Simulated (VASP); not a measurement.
Set up this calculation in VASP 6.6.1, as the native input.

| Property | Result |
| --- | --- |
| Task | single point |
| Functional | PBE |
| Potentials or basis | VASP PAW PBE potentials, release 64 (Zn, H) |
| Cutoff | 520 eV |
| k mesh | 8 × 8 × 8 |
| Occupations | gaussian, width 0.1 eV |
| Spin | no spin polarisation |
| Dipole correction | no |
| Further INCAR settings | ALGO = Normal; EDIFF = 1e-06; NBANDS = 34 |

The structure of Zn2H lies in POSCAR:

```
Zn2H
1.0
   -1.7076392659      1.7076392659      5.9374195124
    1.7076392659     -1.7076392659      5.9374195124
    1.7076392659      1.7076392659     -5.9374195124
Zn H
4 2
Direct
    0.4165000000      0.4165000000      0.0000000000
    0.1665000000      0.6665000000      0.5000000000
    0.3335000000      0.8335000000      0.5000000000
    0.5835000000      0.5835000000      0.0000000000
    0.0000000000      0.0000000000      0.0000000000
    0.7500000000      0.2500000000      0.5000000000
```

The input as run:

INCAR

```
ALGO     = Normal         # electronic algorithm
EDIFF    = 1E-6           # SCF threshold, eV
ENCUT    = 520            # plane-wave cutoff, eV
GGA      = PE             # functional
ISIF     = 2              # what is computed and relaxed
ISMEAR   = 0              # smearing method
LASPH    = True           # aspherical terms in the spheres
LCHARG   = True           # write CHGCAR
LELF     = True           # ELF
LREAL    = False          # projectors in reciprocal space
LVHAR    = True         
LWAVE    = False          # write WAVECAR
NBANDS   = 34             # bands
NELM     = 60             # most SCF steps
PREC     = Accurate       # precision mode
SIGMA    = 0.1            # smearing width, eV
```

KPOINTS

```
k-points
0
Gamma
  8 8 8
```

Potentials or basis: VASP PAW PBE potentials, release 64 (Zn, H).

Command:

```bash
$ cat potpaw_PBE.64/Zn/POTCAR potpaw_PBE.64/H/POTCAR > POTCAR
$ mpirun -np 1 vasp_std > vasp.out
```

Results of the run:

```yaml
Pressure: 57.3 GPa
Largest_force: 0.231 eV/Å
Band_gap_on_the_k_mesh: zero (bands 25 and 26 overlap by 4.65 eV)
```

Caveat: the cell stands under pressure.

Wall time 110 s on 1 thread of Intel(R) Xeon(R) 6975P-C (Granite Rapids), with other jobs on the host, peak memory 0.37 GiB.
